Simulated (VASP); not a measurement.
A run of VASP 6.6.1 is set up as follows.

Contents of POSCAR:

```
As2Se
1.0
   -3.5142117083      3.5142117083      2.6218479598
    3.5142117083     -3.5142117083      2.6218479598
    3.5142117083      3.5142117083     -2.6218479598
As Se
4 2
Direct
    0.8750000000      0.1250000000      0.7500000000
    0.3750000000      0.1250000000      0.2500000000
    0.8750000000      0.6250000000      0.7500000000
    0.8750000000      0.1250000000      0.2500000000
    0.5000000000      0.5000000000      0.0000000000
    0.2500000000      0.7500000000      0.5000000000
```

INCAR.step1

```
PREC = Accurate ; ENCUT = 520
ISMEAR = 0 ; SIGMA = 0.1
LREAL = F ; LASPH = T
NELM = 80 ; NBANDS = 25
GGA = PE ; ALGO = Normal
EDIFF = 1E-4 ; LWAVE = T
LCHARG = F
```

The input INCAR.step2:

```
PREC = Accurate ; ENCUT = 520
EDIFF = 1E-6 ; ISMEAR = 0
SIGMA = 0.1 ; LREAL = F
LASPH = T ; NELM = 80
ALGO = Normal ; ISIF = 2
LWAVE = F ; LCHARG = F
METAGGA = R2SCAN ; LMIXTAU = T
NBANDS = 25 ; ISTART = 1
```

Contents of KPOINTS:

```
regular mesh
0
Gamma
  8 8 8
```

Potentials or basis: VASP PAW PBE potentials, release 64 (As, Se).

Run with:

```console
$ cat potpaw_PBE.64/As/POTCAR potpaw_PBE.64/Se/POTCAR > POTCAR
$ cp INCAR.step1 INCAR
$ mpirun -np 1 vasp_std > vasp.out
$ cp INCAR.step2 INCAR
$ mpirun -np 1 vasp_std > vasp.out
```

Predict the pressure.

-0.1 GPa.

Predict the band gap on the k mesh.

zero (band 16 reaches 5.14 eV, above the bottom of band 17 at 4.64 eV).

Caveat: the PAW data sets were made with another functional, which shifts forces and pressure a little.
